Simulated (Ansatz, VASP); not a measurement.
# One calculation of As, two programs

INCAR

```
  PREC = Accurate
  ENCUT = 520
  EDIFF = 1E-6
  ISMEAR = -1
  SIGMA = 0.05
  LREAL = F
  LASPH = T
  NELM = 60
  ALGO = Normal
  ISIF = 2
  LWAVE = F
  LCHARG = T
  LELF = T
  LVHAR = T
  NBANDS = 8
```

File KPOINTS:

```
Automatic mesh
0
Gamma
  10 10 10
```

Contents of POSCAR:

```
As
1.0
    2.6484890792      0.0000000000      0.0000000000
    0.0000000000      2.6484890792      0.0000000000
    0.0000000000      0.0000000000      2.6484890792
As
1
Direct
    0.5000000000      0.5000000000      0.5000000000
```

input.yaml

```yaml
crystal:
  lattice:
    - [2.6484890792, 0.0, 0.0]
    - [0.0, 2.6484890792, 0.0]
    - [0.0, 0.0, 2.6484890792]
  atoms:
    - { symbol: As, position: [0.5, 0.5, 0.5] }
kpoints:
  mp_grid: { grid: [10, 10, 10] }
scf:
  occupations: { method: fermi_dirac, width: 0.05 }
hamiltonian:
  xc: lda
  pseudopotentials: { kind: all_electron, lapw: { basis_error: 0.001 } }
output:
  forces: true
  stress: true
  eigenvalues: true
```

Change from the starting cell: volume scaled by 0.94.

Alike in both runs: task single point; functional LDA; k mesh 10 × 10 × 10; occupations fermi-dirac, width 0.05 eV; no spin polarisation.

|  | VASP | Ansatz |
| --- | --- | --- |
| version | VASP 6.6.1 | Ansatz 0.2.0 |
| potentials or method | VASP PAW LDA potentials, release 64 (As), cutoff 520 eV | all-electron LAPW, scalar-relativistic |

Ansatz gave:

* gap on the k mesh at the Fermi level (eV): none
* pressure (GPa): 2.6

Question: Which values does VASP return?

Answer: gap on the k mesh at the Fermi level (eV): none; pressure (GPa): 3.0.

LDA's correlation is that of Perdew and Zunger in VASP and of Perdew and Wang (1992) in Ansatz. A gap of «none» marks a metal or a gap that the smearing closes. Ansatz ran all-electron here, and VASP with PAW potentials.
